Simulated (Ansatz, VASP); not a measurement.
**Ti: VASP beside Ansatz**

```
Ti
1.0
     2.93573    0.00000    0.00000
    -1.46787    2.54242    0.00000
     0.00000    0.00000    4.64086
Ti
2
Direct
  0.33333 0.66667 0.25000
  0.66667 0.33333 0.75000
```

Alike in both runs: task single point; functional PBEsol; k mesh 9 × 9 × 4; occupations gaussian, width 0.1 eV; no spin polarisation.

|  | VASP | Ansatz |
| --- | --- | --- |
| version | VASP 6.6.1 | Ansatz 0.2.0 |
| potentials or method | VASP PAW PBE potentials, release 64 (Ti_sv), cutoff 500 eV | scalar-relativistic, plane waves, PAW |
| valence electrons in the cell | 24 | 24 |

VASP gave:

```
gap on the k mesh at the Fermi level (eV)                     : none
pressure (GPa)                                                : -4.3
traceless stress, the component that is largest in VASP (GPa) : -0.55
```

Question: What did Ansatz give for the same quantities?

Answer: gap on the k mesh at the Fermi level (eV): none; pressure (GPa): -4.0; traceless stress, the component that is largest in VASP (GPa): -0.56.

VASP's potentials were made for PBE, not for PBEsol. A gap of «none» marks a metal or a gap that the smearing closes.
